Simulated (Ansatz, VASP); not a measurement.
# Ta3Cu: VASP beside Ansatz

File INCAR:

```
ALGO     = Normal         # electronic algorithm
EDIFF    = 1E-7           # SCF threshold, eV
ENCUT    = 520            # plane-wave cutoff, eV
GGA      = PS             # functional
ISIF     = 2              # what is computed and relaxed
ISMEAR   = -1             # smearing method
LASPH    = True           # aspherical terms in the spheres
LCHARG   = False          # write CHGCAR
LREAL    = False          # projectors in reciprocal space
LWAVE    = False          # write WAVECAR
NBANDS   = 30             # bands
NELM     = 80             # most SCF steps
PREC     = Accurate       # precision mode
SIGMA    = 0.05           # smearing width, eV
```

The input KPOINTS:

```
k-points
0
Gamma
  5 5 5
```

POSCAR

```
Ta3Cu
1.0
   -2.0065070000      2.0065070000      4.2081700000
    2.0065070000     -2.0065070000      4.2081700000
    2.0065070000      2.0065070000     -4.2081700000
Ta Cu
3 1
Direct
    0.5000000000      0.5000000000      0.0000000000
    0.2500000000      0.7500000000      0.5000000000
    0.7500000000      0.2500000000      0.5000000000
    0.0000000000      0.0000000000      0.0000000000
```

The input input.yaml:

```yaml
crystal:
  lattice:
    - [-2.006507, 2.006507, 4.20817]
    - [2.006507, -2.006507, 4.20817]
    - [2.006507, 2.006507, -4.20817]
  atoms:
    - { symbol: Ta, position: [0.5, 0.5, 0.0] }
    - { symbol: Ta, position: [0.25, 0.75, 0.5] }
    - { symbol: Ta, position: [0.75, 0.25, 0.5] }
    - { symbol: Cu, position: [0.0, 0.0, 0.0] }
hamiltonian:
  xc: pbesol
  pseudopotentials: { kind: paw }
kpoints:
  mp_grid: { grid: [5, 5, 5] }
scf:
  occupations: { method: fermi_dirac, width: 0.05 }
  n_extra_bands: 10
output:
  forces: true
  stress: true
  eigenvalues: true
  dos: { projected: true, de: 0.05, nscf_kmesh: { grid: [8, 8, 8] } }
```

Alike in both runs: functional PBEsol; k mesh 5 × 5 × 5; occupations fermi-dirac, width 0.05 eV; no spin polarisation.

```csv
,VASP,Ansatz
version,VASP 6.6.1,Ansatz 0.2.0
potentials or method,"VASP PAW PBE potentials, release 64 (Ta_pv, Cu)",Ansatz PAW
plane-wave cutoff (eV),520,420
valence electrons in the cell,44,58
task,single point,projected density of states
```

VASP gave:

```
gap on the k mesh at the Fermi level (eV)                     : none
pressure (GPa)                                                : -6.3
traceless stress, the component that is largest in VASP (GPa) : -0.82
```

Task: Which values does Ansatz return?

Result: gap on the k mesh at the Fermi level (eV): none; pressure (GPa): -6.5; traceless stress, the component that is largest in VASP (GPa): -0.69.

VASP's potentials were made for PBE, not for PBEsol. A gap of «none» marks a metal or a gap that the smearing closes. VASP's potentials hold 44 valence electrons a cell and Ansatz's 58, so a difference there can come from the potentials and not from the codes.

The k mesh is coarse, so the values compare programs but aren't converged. Neither program's run includes spin-orbit coupling.
